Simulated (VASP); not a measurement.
# Ge (Pm-3m) in VASP: notebook

Ge is run at these levels: r2SCAN; tasks: relaxation of cell and atoms.

All numbers are computed with VASP 6.6.1; they aren't measurements. Logs are shortened: lines on timing, memory, paths and dates and some standing lists are left out, and cuts for length are marked.

## Step 1: The cell of the first run

Symmetry: Pm-3m, No. 221, cubic system. The conventional cell has a = 2.680 Å, b = 2.680 Å, c = 2.680 Å, α = 90.00°, β = 90.00°, γ = 90.00°. Ge (site symmetry m-3m) has 6 Ge at 2.68 Å within 3.5 Å.

## Step 2: Relaxation of cell and atoms, r2SCAN, target pressure 20 GPa, at which the enthalpy is minimised

POSCAR reads:

```
Ge
1.0
    2.6800000000      0.0000000000      0.0000000000
    0.0000000000      2.6800000000      0.0000000000
    0.0000000000      0.0000000000      2.6800000000
Ge
1
Direct
    0.0000000000      0.0000000000      0.0000000000
```

INCAR.step1 reads:

```
ALGO     = Normal         # electronic algorithm
EDIFF    = 1E-4           # SCF threshold, eV
ENCUT    = 600            # plane-wave cutoff, eV
GGA      = PE             # functional
ISMEAR   = 1              # smearing method
LASPH    = T              # aspherical terms in the spheres
LCHARG   = F              # write CHGCAR
LREAL    = F              # projectors in reciprocal space
LWAVE    = T              # write WAVECAR
NELM     = 80             # most SCF steps
PREC     = Accurate       # precision mode
SIGMA    = 0.05           # smearing width, eV
```

INCAR.step2 reads:

```
ALGO     = Normal         # electronic algorithm
EDIFF    = 1E-6           # SCF threshold, eV
EDIFFG   = -0.01          # ionic threshold
ENCUT    = 600            # plane-wave cutoff, eV
IBRION   = 2              # ionic algorithm
ISIF     = 3              # what is computed and relaxed
ISMEAR   = 1              # smearing method
ISTART   = 1            
LASPH    = T              # aspherical terms in the spheres
LCHARG   = F              # write CHGCAR
LMIXTAU  = T            
LREAL    = F              # projectors in reciprocal space
LWAVE    = F              # write WAVECAR
METAGGA  = R2SCAN         # meta-GGA
NELM     = 80             # most SCF steps
NSW      = 60             # ionic steps
PREC     = Accurate       # precision mode
PSTRESS  = 200.0        
SIGMA    = 0.05           # smearing width, eV
```

KPOINTS reads:

```
k-points
0
Gamma
  8 8 8
```

Potentials or basis: VASP PAW PBE potentials, release 64 (Ge_d).

Command:

```
$ cat potpaw_PBE.64/Ge_d/POTCAR > POTCAR
$ cp INCAR.step1 INCAR
$ mpirun -np 1 vasp_std > vasp.out
$ cp INCAR.step2 INCAR
$ mpirun -np 1 vasp_std > vasp.out
```

OUTCAR:

```text
EDIFF = 1E-6
   EDIFFG = -0.01
   ENCUT = 600
   IBRION = 2
   ISIF = 3
   ISMEAR = 1
   ISTART = 1
   LASPH = T
   LREAL = F
   METAGGA = R2SCAN
   NELM = 80
   NSW = 60
   PREC = Accurate
   PSTRESS = 200.0

 ion  position               nearest neighbor table
   1  0.000  0.000  0.000-

  LATTYP: Found a simple cubic cell.
 ALAT       =     2.6800000000

  Lattice vectors:

 A1 = (   2.6800000000,   0.0000000000,   0.0000000000)
 A2 = (   0.0000000000,   2.6800000000,   0.0000000000)
 A3 = (   0.0000000000,   0.0000000000,   2.6800000000)

Analysis of symmetry for initial positions (statically):
=====================================================================
 Subroutine PRICEL returns:
 Original cell was already a primitive cell.

 Routine SETGRP: Setting up the symmetry group for a
 simple cubic supercell.

 Subroutine GETGRP returns: Found 48 space group operations
 (whereof 48 operations were pure point group operations)
 out of a pool of 48 trial point group operations.

The static configuration has the point symmetry O_h .

Analysis of symmetry for dynamics (positions and initial velocities):
=====================================================================
 Subroutine PRICEL returns:
 Original cell was already a primitive cell.

 Routine SETGRP: Setting up the symmetry group for a
 simple cubic supercell.

 Subroutine GETGRP returns: Found 48 space group operations
 (whereof 48 operations were pure point group operations)
 out of a pool of 48 trial point group operations.

The dynamic configuration has the point symmetry O_h .

 Subroutine INISYM returns: Found 48 space group operations
 (whereof 48 operations are pure point group operations),
 and found     1 'primitive' translations

----------------------------------------------------------------------------------------

                                     Primitive cell

  volume of cell :      19.2488

  direct lattice vectors                    reciprocal lattice vectors
     2.680000000  0.000000000  0.000000000     0.373134328  0.000000000  0.000000000
     0.000000000  2.680000000  0.000000000     0.000000000  0.373134328  0.000000000
     0.000000000  0.000000000  2.680000000     0.000000000  0.000000000  0.373134328

  length of vectors
     2.680000000  2.680000000  2.680000000     0.373134328  0.373134328  0.373134328

  position of ions in fractional coordinates (direct lattice)
     0.000000000  0.000000000  0.000000000

  ion indices of the primitive-cell ions
   primitive index   ion index
                 1           1

----------------------------------------------------------------------------------------

 KPOINTS: k-points

Automatic generation of k-mesh.
 Grid dimensions read from file:
 generate k-points for:    8    8    8

 Generating k-lattice:

  Cartesian coordinates                     Fractional coordinates (reciprocal lattice)
     0.046641791  0.000000000  0.000000000     0.125000000  0.000000000  0.000000000
     0.000000000  0.046641791  0.000000000     0.000000000  0.125000000  0.000000000
     0.000000000  0.000000000  0.046641791     0.000000000  0.000000000  0.125000000

  Length of vectors
     0.046641791  0.046641791  0.046641791

  Shift w.r.t. Gamma in fractional coordinates (k-lattice)
     0.000000000  0.000000000  0.000000000

 Subroutine IBZKPT returns following result:
 ===========================================

 Found     35 irreducible k-points:

 Following reciprocal coordinates:
            Coordinates               Weight
  0.000000  0.000000  0.000000      1.000000
  0.125000  0.000000  0.000000      6.000000
  0.250000  0.000000  0.000000      6.000000
  0.375000  0.000000  0.000000      6.000000
  0.500000  0.000000  0.000000      3.000000
  0.125000  0.125000  0.000000     12.000000
[... 16 lines left out ...]
  0.375000  0.375000  0.125000     24.000000
  0.500000  0.375000  0.125000     24.000000
 [... further k-points ...]
   k-points           NKPTS =     35   k-points in BZ     NKDIM =     35   number of bands    NBANDS=     11
[... 36 lines left out ...]
  energy-cutoff  :      600.00
  volume of cell :       19.25
      direct lattice vectors                 reciprocal lattice vectors
     2.680000000  0.000000000  0.000000000     0.373134328  0.000000000  0.000000000
     0.000000000  2.680000000  0.000000000     0.000000000  0.373134328  0.000000000
     0.000000000  0.000000000  2.680000000     0.000000000  0.000000000  0.373134328
[... 7 lines left out ...]
  FREE ENERGIE OF THE ION-ELECTRON SYSTEM (eV)
  ---------------------------------------------------
  free  energy   TOTEN  =       -13.4655312613 eV

  energy  without entropy=      -13.4652039599  energy(sigma->0) =      -13.46542216

  enthalpy is  TOTEN    =       -11.0626971131 eV   P V=        2.4028341482

--------------------------------------- Ionic step        2  -------------------------------------------

 number of electron      14.0000001 magnetization

 E-fermi :  10.5269     XC(G=0): -14.2702

 val. band max:       10.4861141039   @ k =   0.2500   0.1250   0.1250
 cond. band min:      10.7913029527   @ k =   0.5000   0.3750   0.1250
 fundamental gap:      0.3051888488
 Fermi energy:        10.5269413279

 k-point     1 :       0.0000    0.0000    0.0000
  band No.  band energies     occupation
      1     -15.4984      2.00000
      2     -15.4984      2.00000
      3     -14.7582      2.00000
      4     -14.7582      2.00000
      5     -14.7582      2.00000
      6      -6.5822      2.00000
      7      19.9570      0.00000
      8      19.9570      0.00000
      9      19.9570      0.00000
     10      22.8145      0.00000
     11      22.8145      0.00000

 k-point     2 :       0.1250    0.0000    0.0000
  band No.  band energies     occupation
      1     -15.4907      2.00000
      2     -15.4235      2.00000
      3     -14.7877      2.00000
      4     -14.7877      2.00000
      5     -14.7557      2.00000
      6      -6.1449      2.00000
      7      15.2191      0.00000
      8      20.4191      0.00000
      9      20.4191      0.00000
     10      23.1698      0.00000
     11      26.1826      0.00000
[... 373 lines left out ...]
  FREE ENERGIE OF THE ION-ELECTRON SYSTEM (eV)
  ---------------------------------------------------
  free  energy   TOTEN  =       -13.3116268298 eV

  energy  without entropy=      -13.3108974856  energy(sigma->0) =      -13.31138372

  enthalpy is  TOTEN    =       -11.2594105416 eV   P V=        2.0522162881

--------------------------------------- Ionic step        4  -------------------------------------------

 number of electron      13.9999992 magnetization

 Free energy of the ion-electron system (eV)
  ---------------------------------------------------
  ext. energy  EPLUGINS =         0.00000000
  ---------------------------------------------------
  free energy    TOTEN  =       -13.30509618 eV

  energy without entropy =      -13.30435371  energy(sigma->0) =      -13.30484869

 E-fermi :   7.9793     XC(G=0): -13.0465

 val. band max:        7.8284347285   @ k =   0.5000   0.3750   0.1250
 cond. band min:       7.9821967177   @ k =   0.2500   0.1250   0.1250
 fundamental gap:      0.1537619892
 Fermi energy:         7.9792872075

 k-point     1 :       0.0000    0.0000    0.0000
  band No.  band energies     occupation
      1     -17.6216      2.00000
      2     -17.6216      2.00000
      3     -17.1723      2.00000
      4     -17.1723      2.00000
      5     -17.1723      2.00000
      6      -7.1022      2.00000
      7      16.0935      0.00000
      8      16.0935      0.00000
      9      16.0935      0.00000
     10      19.2796      0.00000
     11      19.2796      0.00000

 k-point     2 :       0.1250    0.0000    0.0000
  band No.  band energies     occupation
      1     -17.6175      2.00000
      2     -17.5734      2.00000
      3     -17.1899      2.00000
      4     -17.1899      2.00000
      5     -17.1709      2.00000
      6      -6.7259      2.00000
      7      12.1077      0.00000
      8      16.4732      0.00000
      9      16.4732      0.00000
     10      19.5988      0.00000
     11      21.9779      0.00000
[... 330 lines left out ...]
 POSITION                                       TOTAL-FORCE (eV/Angst)
 -----------------------------------------------------------------------------------
      0.00000      0.00000      0.00000         0.000000      0.000000      0.000000
 -----------------------------------------------------------------------------------
    total drift:                                0.000000     -0.000000      0.000000

  FREE ENERGIE OF THE ION-ELECTRON SYSTEM (eV)
  ---------------------------------------------------
  free  energy   TOTEN  =       -13.3050961771 eV

  energy  without entropy=      -13.3043537146  energy(sigma->0) =      -13.30484869

  enthalpy is  TOTEN    =       -11.2595197908 eV   P V=        2.0455763862

 reached required accuracy - stopping structural energy minimisation
```

It took 80 s on 1 thread of Intel Xeon Platinum 8259CL at 2.50GHz (Skylake/Cascade Lake), shared host; peak memory 0.15 GiB.

What came out:

```
Free energy                                            : -13.3051 eV
Relaxed volume                                         : 16.39 Å³/atom
Relaxed cell                                           : a = 2.540 Å, b = 2.540 Å, c = 2.540 Å, α = 90.00°, β = 90.00°, γ = 90.00°
Space group after relaxing (to 0.05 Å)                 : Pm-3m (No. 221)
Energy change on relaxing (the enthalpy is what falls) : +160.4 meV/atom
Ionic steps                                            : 4
Pressure after relaxing                                : 20.0 GPa
Band gap on the k mesh                                 : zero (band 7 reaches 16.09 eV, above the bottom of band 8 at 4.60 eV)
```

The path:
| step | energy change (eV) | largest force (eV/Å) | pressure (GPa) | volume (Å³) |
| --- | --- | --- | --- | --- |
| 1 | 0.0000 | 0.0000 | 0.81 | 19.25 |
| 2 | 0.8401 | 0.0000 | 62.89 | 13.51 |
| 3 | 0.1539 | 0.0000 | 19.67 | 16.44 |
| 4 | 0.1604 | 0.0000 | 19.96 | 16.39 |

Final structure:
```cif
data_structure
_symmetry_space_group_name_H-M 'P 1'
_symmetry_Int_Tables_number 1
_cell_length_a 2.5400
_cell_length_b 2.5400
_cell_length_c 2.5400
_cell_angle_alpha 90.000
_cell_angle_beta 90.000
_cell_angle_gamma 90.000
_cell_volume 16.39
loop_
_atom_site_label
_atom_site_type_symbol
_atom_site_fract_x
_atom_site_fract_y
_atom_site_fract_z
_atom_site_occupancy
Ge1 Ge 0.00000 0.00000 0.00000 1
```

Caveat: the cell is relaxed towards a set pressure, so the enthalpy falls and the energy may rise; the PAW data sets were made with another functional, which shifts forces and pressure a little.

## Step 3: Relaxation of cell and atoms, r2SCAN, target pressure 40 GPa, at which the enthalpy is minimised

POSCAR is that of step 2.

INCAR.step1 reads:

```
  PREC = Accurate
  ENCUT = 600
  ISMEAR = 1
  SIGMA = 0.05
  LREAL = False
  LASPH = True
  NELM = 60
  GGA = PE
  ALGO = Normal
  EDIFF = 1E-4
  LWAVE = True
  LCHARG = False
```

INCAR.step2 reads:

```
  PREC = Accurate
  ENCUT = 600
  EDIFF = 1E-7
  ISMEAR = 1
  SIGMA = 0.05
  LREAL = False
  LASPH = True
  NELM = 60
  ALGO = Normal
  ISIF = 3
  LWAVE = False
  LCHARG = False
  METAGGA = R2SCAN
  LMIXTAU = True
  IBRION = 2
  NSW = 60
  EDIFFG = -0.01
  PSTRESS = 400.0
  ISTART = 1
```

KPOINTS reads:

```
Automatic mesh
0
Gamma
  8 8 8
```

Potentials or basis: VASP PAW PBE potentials, release 64 (Ge_d).

Command:

```
$ cat potpaw_PBE.64/Ge_d/POTCAR > POTCAR
$ cp INCAR.step1 INCAR
$ mpirun -np 1 vasp_std > vasp.out
$ cp INCAR.step2 INCAR
$ mpirun -np 1 vasp_std > vasp.out
```

Run time: 3.6 min. Hardware: 1 thread of Intel Xeon Platinum 8259CL at 2.50GHz (Skylake/Cascade Lake), shared host; peak memory 0.16 GiB.

Results (log left out):

* Free energy: -12.9882 eV
* Relaxed volume: 14.67 Å³/atom
* Relaxed cell: a = 2.448 Å, b = 2.448 Å, c = 2.448 Å, α = 90.00°, β = 90.00°, γ = 90.00°
* Space group after relaxing (to 0.05 Å): Pm-3m (No. 221)
* Energy change on relaxing (the enthalpy is what falls): +477.3 meV/atom
* Ionic steps: 19
* Pressure after relaxing: 39.9 GPa
* Band gap on the k mesh: zero (band 7 reaches 18.25 eV, above the bottom of band 8 at 5.60 eV)

The path:
```csv
step,energy change (eV),largest force (eV/Å),pressure (GPa),volume (Å³)
1,0.0000,0.0000,0.68,19.25
2,5.5877,0.0000,345.60,8.86
3,0.3333,0.0000,31.90,15.32
4,0.4032,0.0000,35.42,14.98
5,0.4972,0.0000,41.05,14.59
6,0.4758,0.0000,39.77,14.67
7,0.4759,0.0000,39.73,14.67
8,0.4760,0.0000,39.82,14.67
9,0.4760,0.0000,39.76,14.67
10,0.4760,0.0000,39.75,14.67
11,0.4760,0.0000,39.75,14.67
12,0.4760,0.0000,39.75,14.67
13,0.4760,0.0000,39.75,14.67
14,0.4760,0.0000,39.75,14.67
15,0.4761,0.0000,39.75,14.67
16,0.4762,0.0000,39.74,14.67
17,0.4763,0.0000,39.85,14.67
18,0.4767,0.0000,39.82,14.67
19,0.4773,0.0000,39.91,14.67
```

Final structure:
```cif
data_structure
_symmetry_space_group_name_H-M 'P 1'
_symmetry_Int_Tables_number 1
_cell_length_a 2.4478
_cell_length_b 2.4478
_cell_length_c 2.4478
_cell_angle_alpha 90.000
_cell_angle_beta 90.000
_cell_angle_gamma 90.000
_cell_volume 14.67
loop_
_atom_site_label
_atom_site_type_symbol
_atom_site_fract_x
_atom_site_fract_y
_atom_site_fract_z
_atom_site_occupancy
Ge1 Ge 0.00000 0.00000 0.00000 1
```

Levels at points of the mesh, in eV from the Fermi level:
| k point | band 4 | band 5 | band 6 | band 7 | band 8 | band 9 | band 10 | band 11 |
| --- | --- | --- | --- | --- | --- | --- | --- | --- |
| (0.00, 0.00, 0.00) | -25.25 | -25.25 | -16.23 | 8.84 | 8.84 | 8.84 | 11.83 | 11.83 |
| (0.50, 0.00, 0.00) | -25.41 | -25.23 | -10.56 | -8.07 | 13.39 | 13.39 | 16.22 | 18.88 |
| (0.50, 0.50, 0.00) | -25.38 | -25.09 | -4.33 | -3.80 | -3.80 | 2.82 | 18.29 | 23.38 |
| (0.50, 0.50, 0.50) | -25.08 | -25.08 | 0.41 | 0.41 | 0.41 | 3.63 | 7.51 | 7.51 |

Caveat: the cell is relaxed towards a set pressure, so the enthalpy falls and the energy may rise; the volume moved by over 15 % at a fixed basis, so the end points are rough; the PAW data sets were made with another functional, which shifts forces and pressure a little.

## Step 4: Relaxation of cell and atoms, r2SCAN, target pressure 60 GPa, at which the enthalpy is minimised

POSCAR is that of step 3.

INCAR.step1 reads:

```
SYSTEM = Ge
PREC = Accurate
ENCUT = 600
ISMEAR = 1
SIGMA = 0.05
LREAL = .False.
LASPH = .True.
NELM = 80
GGA = PE
ALGO = Normal
EDIFF = 1E-4
LWAVE = .True.
LCHARG = .False.
```

INCAR.step2 reads:

```
SYSTEM = Ge
PREC = Accurate
ENCUT = 600
EDIFF = 1E-6
ISMEAR = 1
SIGMA = 0.05
LREAL = .False.
LASPH = .True.
NELM = 80
ALGO = Normal
ISIF = 3
LWAVE = .False.
LCHARG = .False.
METAGGA = R2SCAN
LMIXTAU = .True.
IBRION = 2
NSW = 60
EDIFFG = -0.01
PSTRESS = 600.0
ISTART = 1
```

KPOINTS reads:

```
regular mesh
0
Gamma
  8 8 8
  0 0 0
```

Command:

```
$ cat potpaw_PBE.64/Ge_d/POTCAR > POTCAR
$ cp INCAR.step1 INCAR
$ mpirun -np 1 vasp_std > vasp.out
$ cp INCAR.step2 INCAR
$ mpirun -np 1 vasp_std > vasp.out
```

Wall time 4.1 min (1 thread of Intel Xeon Platinum 8259CL at 2.50GHz (Skylake/Cascade Lake), shared host); peak memory 0.16 GiB.

Results (log left out):

```yaml
Free_energy: -12.6713 eV
Relaxed_volume: 13.63 Å³/atom
Relaxed_cell: a = 2.389 Å, b = 2.389 Å, c = 2.389 Å, α = 90.00°, β = 90.00°, γ = 90.00°
Space_group_after_relaxing_to_0.05_Å: Pm-3m (No. 221)
Energy_change_on_relaxing_the_enthalpy_is_what_falls: +794.2 meV/atom
Ionic_steps: 18
Pressure_after_relaxing: 60.1 GPa
Band_gap_on_the_k_mesh: zero (band 7 reaches 19.77 eV, above the bottom of band 8 at 6.36 eV)
```

Step by step:
| step | energy change (eV) | largest force (eV/Å) | pressure (GPa) | volume (Å³) |
| --- | --- | --- | --- | --- |
| 1 | 0.0000 | 0.0000 | 0.81 | 19.25 |
| 2 | 22.8749 | 0.0000 | 1697.14 | 5.46 |
| 3 | 0.0869 | 0.0000 | 13.66 | 17.09 |
| 4 | 0.2438 | 0.0000 | 26.25 | 15.81 |
| 5 | 0.8509 | 0.0000 | 63.24 | 13.49 |
| 6 | 0.7869 | 0.0000 | 59.43 | 13.65 |
| 7 | 0.7872 | 0.0000 | 59.38 | 13.65 |
| 8 | 0.7878 | 0.0000 | 59.69 | 13.65 |
| 9 | 0.7878 | 0.0000 | 59.48 | 13.65 |
| 10 | 0.7878 | 0.0000 | 59.44 | 13.65 |
| 11 | 0.7878 | 0.0000 | 59.44 | 13.65 |
| 12 | 0.7879 | 0.0000 | 59.44 | 13.65 |
| 13 | 0.7880 | 0.0000 | 59.43 | 13.65 |
| 14 | 0.7882 | 0.0000 | 59.43 | 13.65 |
| 15 | 0.7886 | 0.0000 | 59.41 | 13.65 |
| 16 | 0.7894 | 0.0000 | 59.66 | 13.65 |
| 17 | 0.7910 | 0.0000 | 59.77 | 13.64 |
| 18 | 0.7942 | 0.0000 | 60.11 | 13.63 |

Final structure:
```xyz
1
Lattice="2.3890 0.0000 0.0000 0.0000 2.3890 0.0000 0.0000 0.0000 2.3890" Properties=species:S:1:pos:R:3 pbc="T T T"
Ge    0.0000    2.3890    2.3890
```

Levels at points of the mesh, in eV from the Fermi level:
| k point | band 5 | band 6 | band 7 | band 8 | band 9 | band 10 |
| --- | --- | --- | --- | --- | --- | --- |
| (0.00, 0.00, 0.00) | -25.28 | -17.01 | 9.37 | 9.37 | 9.37 | 12.23 |
| (0.50, 0.00, 0.00) | -25.26 | -10.84 | -8.67 | 14.35 | 14.35 | 16.96 |
| (0.50, 0.50, 0.00) | -25.10 | -4.07 | -4.07 | -4.04 | 2.63 | 19.85 |
| (0.50, 0.50, 0.50) | -25.08 | 0.49 | 0.49 | 0.49 | 4.81 | 7.59 |

Caveat: the cell is relaxed towards a set pressure, so the enthalpy falls and the energy may rise; the volume moved by over 15 % at a fixed basis, so the end points are rough; the PAW data sets were made with another functional, which shifts forces and pressure a little.

## Step 5: The runs side by side

| cell | gap on the mesh (eV) | pressure (GPa) |
| --- | --- | --- |
| relaxed to 20 GPa | none | 20.0 |
| relaxed to 40 GPa | none | 39.9 |
| relaxed to 60 GPa | none | 60.1 |

Alike in all rows: task relaxation of cell and atoms; level r2SCAN; potentials or basis VASP PAW PBE potentials, release 64 (Ge_d); no spin polarisation; k mesh 8 × 8 × 8; cutoff (eV) 600; smearing methfessel-paxton 0.05 eV.

Caveats: the cell is relaxed towards a set pressure, so the enthalpy falls and the energy may rise; the PAW data sets were made with another functional, which shifts forces and pressure a little; the volume moved by over 15 % at a fixed basis, so the end points are rough (some runs).

Total energies depend on the potentials used, so only differences within one code and one set of settings carry meaning.
